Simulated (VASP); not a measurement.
Here is a VASP 6.6.1 calculation.

File INCAR:

```
ALGO = Normal
EDIFF = 1E-6
ENCUT = 500
GGA = PS
GGA_COMPAT = False
ISIF = 2
ISMEAR = -1
LASPH = True
LCHARG = False
LREAL = False
LWAVE = False
NBANDS = 14
NELM = 120
PREC = Accurate
SIGMA = 0.05
```

Contents of KPOINTS:

```
k-points
0
Gamma
  15 15 15
```

POSCAR

```
Bi
1.0
   -1.8193791892      1.8193791892      1.8193791892
    1.8193791892     -1.8193791892      1.8193791892
    1.8193791892      1.8193791892     -1.8193791892
Bi
1
Direct
    0.0000000000      0.0000000000      0.0000000000
```

Potentials or basis: VASP PAW PBE potentials, release 64 (Bi_d).

Command:

```console
$ cat potpaw_PBE.64/Bi_d/POTCAR > POTCAR
$ mpirun -np 1 vasp_std > vasp.out
```

Task: Predict the pressure.

Result: 21.9 GPa.

Caveat: the PAW data sets were made with another functional, which shifts forces and pressure a little.
